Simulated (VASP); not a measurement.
# MgI2 in VASP: single point with PBE+D3(BJ)

Aim: the single point of MgI2 with PBE+D3(BJ).

Program: VASP 6.6.1. These are calculated values, not measurements. Logs are shortened: lines on timing, memory, paths and dates and some standing lists are left out, and cuts for length are marked.

## 1. The cell of the first run

The cell holds a slab with vacuum, 6 atoms: a = 4.131 Å, b = 4.131 Å, c = 24.227 Å, α = 90.00°, β = 90.00°, γ = 120.00°.

## 2. Single point, PBE+D3(BJ) (layers slid over each other)

File INCAR:

```
PREC     = Accurate       # precision mode
ENCUT    = 520            # plane-wave cutoff, eV
EDIFF    = 1E-7           # SCF threshold, eV
ISMEAR   = 0              # smearing method
SIGMA    = 0.05           # smearing width, eV
LREAL    = F              # projectors in reciprocal space
LASPH    = T              # aspherical terms in the spheres
NELM     = 80             # most SCF steps
ALGO     = Normal         # electronic algorithm
ISIF     = 2              # what is computed and relaxed
LWAVE    = F              # write WAVECAR
LCHARG   = F              # write CHGCAR
LDIPOL   = T            
IDIPOL   = 3            
DIPOL    = 0.5 0.5 0.404
GGA      = PE             # functional
IVDW     = 12             # dispersion correction
NBANDS   = 25             # bands
```

File KPOINTS:

```
Automatic mesh
0
Gamma
  9 9 1
```

File POSCAR:

```
MgI2
1.0
    4.1311064662      0.0000000000      0.0000000000
   -2.0655532331      3.5776431455      0.0000000000
    0.0000000000      0.0000000000     24.2265088138
I Mg
4 2
Direct
    0.3333333333      0.6666666667      0.1857469450
    0.6666666667      0.3333333333      0.3245723297
    0.6666666667      1.2222222222      0.4826636185
    0.3333333333      1.5555555556      0.6214890032
    0.0000000000      0.0000000000      0.2551596374
    1.0000000000      1.8888888889      0.5520763108
```

Potentials or basis: VASP PAW PBE potentials, release 64 (I, Mg).

Started as:

```
$ cat potpaw_PBE.64/I/POTCAR potpaw_PBE.64/Mg/POTCAR > POTCAR
$ mpirun -np 1 vasp_std > vasp.out
```

OUTCAR:

```text
PREC = Accurate
   ENCUT = 520
   EDIFF = 1E-7
   ISMEAR = 0
   LREAL = F
   LASPH = T
   NELM = 80
   ISIF = 2
   GGA = PE
   IVDW = 12
 IVDW          = 12

 ion  position               nearest neighbor table
   1  0.333  0.667  0.186-   5 2.92   5 2.92   5 2.92
   2  0.667  0.333  0.325-   5 2.92   5 2.92   5 2.92
   3  0.667  0.222  0.483-   6 2.92   6 2.92   6 2.92
   4  0.333  0.556  0.621-   6 2.92   6 2.92   6 2.92
   5  0.000  0.000  0.255-   2 2.92   2 2.92   2 2.92   1 2.92   1 2.92   1 2.92
   6  0.000  0.889  0.552-   3 2.92   3 2.92   3 2.92   4 2.92   4 2.92   4 2.92

  LATTYP: Found a hexagonal cell.
 ALAT       =     4.1311064662
 C/A-ratio  =     5.8644116321

  Lattice vectors:

 A1 = (   4.1311064662,   0.0000000000,   0.0000000000)
 A2 = (  -2.0655532331,   3.5776431455,   0.0000000000)
 A3 = (   0.0000000000,   0.0000000000,  24.2265088138)

Analysis of symmetry for initial positions (statically):
=====================================================================
 Subroutine PRICEL returns:
 Original cell was already a primitive cell.

 Routine SETGRP: Setting up the symmetry group for a
 hexagonal supercell.

 Subroutine GETGRP returns: Found  2 space group operations
 (whereof  1 operations were pure point group operations)
 out of a pool of 24 trial point group operations.

The static configuration has the point symmetry C_1 .
 The point group associated with its full space group is C_2 .

Analysis of symmetry for dynamics (positions and initial velocities):
=====================================================================
 Subroutine PRICEL returns:
 Original cell was already a primitive cell.

 Routine SETGRP: Setting up the symmetry group for a
 hexagonal supercell.

 Subroutine GETGRP returns: Found  2 space group operations
 (whereof  1 operations were pure point group operations)
 out of a pool of 24 trial point group operations.

The dynamic configuration has the point symmetry C_1 .
 The point group associated with its full space group is C_2 .

 Subroutine INISYM returns: Found  2 space group operations
 (whereof  1 operations are pure point group operations),
 and found     1 'primitive' translations

----------------------------------------------------------------------------------------

                                     Primitive cell

  volume of cell :     358.0587

  direct lattice vectors                    reciprocal lattice vectors
     4.131106466  0.000000000  0.000000000     0.242065899  0.139756812  0.000000000
    -2.065553233  3.577643146  0.000000000     0.000000000  0.279513624  0.000000000
     0.000000000  0.000000000 24.226508814     0.000000000  0.000000000  0.041277099

  length of vectors
     4.131106466  4.131106466 24.226508814     0.279513624  0.279513624  0.041277099

  position of ions in fractional coordinates (direct lattice)
     0.333333333  0.666666667  0.185746945
     0.666666667  0.333333333  0.324572330
     0.666666667  0.222222222  0.482663618
     0.333333333  0.555555556  0.621489003
     0.000000000  0.000000000  0.255159637
     1.000000000  0.888888889  0.552076311

  ion indices of the primitive-cell ions
   primitive index   ion index
                 1           1
                 2           2
                 3           3
                 4           4
                 5           5
                 6           6

----------------------------------------------------------------------------------------

 KPOINTS: Automatic mesh

Automatic generation of k-mesh.
 Grid dimensions read from file:
 generate k-points for:    9    9    1

 Generating k-lattice:

  Cartesian coordinates                     Fractional coordinates (reciprocal lattice)
     0.026896211  0.015528535  0.000000000     0.111111111 -0.000000000  0.000000000
     0.000000000  0.031057069  0.000000000     0.000000000  0.111111111  0.000000000
     0.000000000  0.000000000  0.041277099     0.000000000  0.000000000  1.000000000

  Length of vectors
     0.031057069  0.031057069  0.041277099

  Shift w.r.t. Gamma in fractional coordinates (k-lattice)
     0.000000000  0.000000000  0.000000000

 Subroutine IBZKPT returns following result:
 ===========================================

 Found     25 irreducible k-points:

 Following reciprocal coordinates:
            Coordinates               Weight
  0.000000  0.000000  0.000000      1.000000
  0.111111 -0.000000  0.000000      2.000000
  0.000000  0.111111  0.000000      4.000000
  0.222222  0.000000  0.000000      2.000000
  0.000000  0.222222  0.000000      4.000000
  0.333333 -0.000000  0.000000      2.000000
[... 16 lines left out ...]
 -0.222222 -0.444444  0.000000      4.000000
  0.444444  0.333333  0.000000      4.000000
   k-points           NKPTS =     25   k-points in BZ     NKDIM =     25   number of bands    NBANDS=     25
   number of dos      NEDOS =    301   number of ions     NIONS =      6
   total plane-waves  NPLWV = 184320
   dimension x,y,z NGX =    32 NGY =   32 NGZ =  180
   dimension x,y,z NGXF=    64 NGYF=   64 NGZF=  360
   ions per type =               4   2
   NGX,Y,Z   is equivalent  to a cutoff of  12.88, 12.88, 12.35 a.u.
   NGXF,Y,Z  is equivalent  to a cutoff of  25.76, 25.76, 24.70 a.u.
 SYSTEM =  unknown system
   PREC   = accura    normal or accurate (medium, high low for compatibility)
   ISTART =      0    job   : 0-new  1-cont  2-samecut
   ICHARG =      2    charge: 1-file 2-atom 10-const
   ISPIN  =      1    spin polarized calculation?
   LNONCOLLINEAR =      F non collinear calculations
   LSORBIT =      F    spin-orbit coupling
   LASPH  =      T    aspherical Exc in radial PAW
   ENCUT  =  520.0 eV  38.22 Ry    6.18 a.u.   7.68  7.68 45.05*2*pi/ulx,y,z
   NELM   =     80;   NELMIN=  2; NELMDL= -5     # of ELM steps
   EDIFF  = 0.1E-06   stopping-criterion for ELM
   LREAL  =      F    real-space projection
   EDIFFG = 0.1E-05   stopping-criterion for IOM
   NSW    =      0    number of steps for IOM
   IBRION =     -1    ionic relax: 0-MD 1-quasi-New 2-CG
   NFREE  =      0    steps in history (QN), initial steepest desc. (CG)
   ISIF   =      2    stress and relaxation
   ISYM   =      2    0-nonsym 1-usesym 2-fastsym
   POTIM  = 0.5000    time-step for ionic-motion
   TEBEG  =    0.0;   TEEND  =   0.0 temperature during run
   PSTRESS=    0.0 pullay stress
   NELECT =      32.0000    total number of electrons
   NUPDOWN=      -1.0000    fix difference up-down
   EMIN   =  10.00;   EMAX   =-10.00  energy-range for DOS
   EFERMI =   0.00;   METHOD = LEGACY
   ISMEAR =     0;   SIGMA  =   0.05  broadening in eV -4-tet -1-fermi 0-gaus
   EFERMI_NEDOS =   21; number of points for ismear=-14 and -15
   IALGO  =     38    algorithm
   IMIX   =      4    mixing-type and parameters
     AMIX     =   0.40;   BMIX     =  1.00
     AMIX_MAG =   1.60;   BMIX_MAG =  1.00
  volume/ion in A,a.u.               =      59.68       402.72
  Fermi-wavevector in a.u.,A,eV,Ry     =   0.731937  1.383159  7.289063  0.535731
  Thomas-Fermi vector in A             =   1.824276
   LORBIT       =      0    0 simple, 1 ext, 2 COOP (PROOUT), +10 PAW based schemes
   GGA     = PE    functional components
   LHFCALC =     F    Hartree Fock is set to
   AEXX    =    0.0000 exact exchange contribution
   IVDW    =    12    specifies the selected vdW correction
   LEPSILON=     F    determine dielectric tensor
   LRPA    =     F    only Hartree local field effects (RPA)
 non-spin polarized calculation
 Gauss-broadening in eV      SIGMA  =   0.05
  energy-cutoff  :      520.00
  volume of cell :      358.06
 maximum number of plane-waves:      9709
   NGX = 15   NGY = 15   NGZ = 91

 number of electron      32.0000002 magnetization

 dipolmoment           0.000000      0.000000     -0.000001 electrons x Angstroem

 Free energy of the ion-electron system (eV)
  ---------------------------------------------------
  ext. energy  EPLUGINS =         0.00000000
  ---------------------------------------------------
  free energy    TOTEN  =       -15.37826511 eV

  energy without entropy =      -15.37826511  energy(sigma->0) =      -15.37826511

 E-fermi :  -1.1854     XC(G=0):  -5.0798

 val. band max:       -1.4036664705   @ k =   0.0000   0.0000   0.0000
 cond. band min:       2.1142568880   @ k =   0.4444   0.0000   0.0000
 fundamental gap:      3.5179233585
 Fermi energy:        -1.1853539698

 k-point     1 :       0.0000    0.0000    0.0000
  band No.  band energies     occupation
      1     -13.4000      2.00000
      2     -13.3285      2.00000
      3     -12.8766      2.00000
      4     -12.7950      2.00000
      5      -4.7576      2.00000
      6      -4.3239      2.00000
[... 17 lines left out ...]
     24       5.2913      0.00000
     25       5.3438      0.00000

 k-point     2 :       0.1111   -0.0000    0.0000
  band No.  band energies     occupation
      1     -13.3369      2.00000
      2     -13.2651      2.00000
      3     -12.8357      2.00000
      4     -12.7551      2.00000
      5      -4.6910      2.00000
      6      -4.2736      2.00000
[... 17 lines left out ...]
     24       5.3313      0.00000
     25       5.5112      0.00000

 k-point     3 :       0.0000    0.1111    0.0000
  band No.  band energies     occupation
      1     -13.3368      2.00000
      2     -13.2651      2.00000
      3     -12.8356      2.00000
      4     -12.7552      2.00000
      5      -4.6906      2.00000
      6      -4.2742      2.00000
[... 552 lines left out ...]
 k-point    23 :      -0.2222   -0.4444    0.0000
  band No.  band energies     occupation
      1     -12.6846      2.00000
      2     -12.5976      2.00000
      3     -12.5282      2.00000
      4     -12.4731      2.00000
      5      -4.7530      2.00000
      6      -4.6768      2.00000
[... 17 lines left out ...]
     24       5.7186      0.00000
     25       5.9025      0.00000

 k-point    24 :       0.4444    0.3333    0.0000
  band No.  band energies     occupation
      1     -12.6849      2.00000
      2     -12.5975      2.00000
      3     -12.5282      2.00000
      4     -12.4728      2.00000
      5      -4.7520      2.00000
      6      -4.6773      2.00000
[... 17 lines left out ...]
     24       5.7212      0.00000
     25       5.9012      0.00000

 [... further k-points ...]

------------------------ aborting loop because EDIFF is reached ----------------------------------------

 vacuum level on the upper side and lower side of the slab       (xc-potential included)        -0.066        -0.065

 Edisp (eV)   -1.59401

 E8    (eV) :    -0.7314

  FORCE on cell =-STRESS in cart. coord.  units (eV):
  Direction    XX          YY          ZZ          XY          YZ          ZX
  --------------------------------------------------------------------------------------
  -------------------------------------------------------------------------------------
  Total      -0.24638    -0.23872     0.41432    -0.00663    -0.11365     0.06561
  in kB      -1.10245    -1.06820     1.85393    -0.02966    -0.50853     0.29360
  external pressure =       -0.11 kB  Pullay stress =        0.00 kB

 VOLUME and BASIS-vectors are now :
 -----------------------------------------------------------------------------
  energy-cutoff  :      520.00
  volume of cell :      358.06
      direct lattice vectors                 reciprocal lattice vectors
     4.131106466  0.000000000  0.000000000     0.242065899  0.139756812  0.000000000
    -2.065553233  3.577643146  0.000000000     0.000000000  0.279513624  0.000000000
     0.000000000  0.000000000 24.226508814     0.000000000  0.000000000  0.041277099

 POSITION                                       TOTAL-FORCE (eV/Angst)
 -----------------------------------------------------------------------------------
     -0.00000      2.38510      4.50000        -0.000812      0.001070      0.013976
      2.06555      1.19255      7.86325        -0.016980      0.030323     -0.137648
      2.29506      0.79503     11.69325         0.017770     -0.029866      0.137648
      0.22951      1.98758     15.05651         0.000521     -0.001239     -0.013976
      0.00000      0.00000      6.18163         0.000780     -0.001928     -0.008082
     -1.83605      3.18013     13.37488        -0.001279      0.001639      0.008082
 -----------------------------------------------------------------------------------
    total drift:                               -0.000021     -0.000013     -0.000023

  FREE ENERGIE OF THE ION-ELECTRON SYSTEM (eV)
  ---------------------------------------------------
  free  energy   TOTEN  =       -16.9722748302 eV

  energy  without entropy=      -16.9722748302  energy(sigma->0) =      -16.97227483

 vacuum level on the upper side and lower side of the slab         4.872         4.873
```

It took 5.9 min on 1 thread of AMD EPYC 9R14 (Zen 4), shared host; peak memory 0.52 GiB.

What came out:

| Quantity | Value |
| --- | --- |
| Free energy | -16.9723 eV |
| Largest force | 0.142 eV/Å |
| Band gap on the k mesh | 3.52 eV (least direct gap 3.92 eV) |
| Dispersion energy per atom | -0.266 eV |

Forces on the atoms (eV/Å):
```
I   -0.001  0.001  0.014
I   -0.017  0.030 -0.138
I    0.018 -0.030  0.138
I    0.001 -0.001 -0.014
Mg   0.001 -0.002 -0.008
Mg  -0.001  0.002  0.008
```

Caveat: the cell differs from its parent crystal (layers slid over each other); spin-orbit coupling is left out, which moves the levels of the heavy elements.
